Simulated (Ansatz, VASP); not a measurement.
## Two plane-wave programs on SnGe2

The input INCAR:

```
ALGO = Normal
EDIFF = 1E-6
EDIFFG = -0.005
ENCUT = 600
GGA = PS
IBRION = 2
ISIF = 3
ISMEAR = 0
LASPH = T
LCHARG = F
LREAL = F
LWAVE = F
NELM = 60
NSW = 100
PREC = Accurate
SIGMA = 0.1
```

KPOINTS

```
k-points
0
Gamma
  12 12 12
```

Contents of POSCAR:

```
SnGe2
1.0
    0.0000000000      3.3330208517      3.3330208517
    3.3330208517      0.0000000000      3.3330208517
    3.3330208517      3.3330208517      0.0000000000
Sn Ge
1 2
Direct
    0.0000000000      0.0000000000      0.0000000000
    0.7500000000      0.7500000000      0.7500000000
    0.2500000000      0.2500000000      0.2500000000
```

Input for Ansatz:

```yaml
crystal:
  lattice:
    - [0.0, 3.3330208517, 3.3330208517]
    - [3.3330208517, 0.0, 3.3330208517]
    - [3.3330208517, 3.3330208517, 0.0]
  atoms:
    - { symbol: Sn, position: [0.0, 0.0, 0.0] }
    - { symbol: Ge, position: [0.75, 0.75, 0.75] }
    - { symbol: Ge, position: [0.25, 0.25, 0.25] }
basis:
  ecutwfc: 420
kpoints:
  mp_grid: { grid: [12, 12, 12] }
hamiltonian:
  xc: pbesol
scf:
  occupations: { method: gaussian, width: 0.1 }
output:
  forces: true
  stress: true
  eigenvalues: true
relax:
  adjacent_minimum: "off"
  f_tol: 0.005
  max_steps: 80
  cell: { stress_tol: 0.05 }
```

Alike in both runs: task relaxation of cell and atoms; functional PBEsol; k mesh 12 × 12 × 12; occupations gaussian, width 0.1 eV; no spin polarisation.

```csv
,VASP,Ansatz
version,VASP 6.6.1,Ansatz 0.2.0
potentials or method,"VASP PAW PBE potentials, release 64 (Sn_d, Ge_d), cutoff 600 eV","scalar-relativistic, plane waves, PAW"
valence electrons in the cell,42,42
```

|  | VASP | Ansatz | Ansatz less VASP |
| --- | --- | --- | --- |
| gap on the k mesh at the Fermi level, each at its own relaxed structure (eV) | none | none | - |
| relaxed volume (Å³/atom) | 24.77 | 24.76 | -0.014 |
| relaxed length of the cell vector where the two differ most in proportion (Å) | 4.719 | 4.718 | -0.0009 |

VASP's potentials were made for PBE, not for PBEsol. A gap of «none» marks a metal or a gap that the smearing closes.
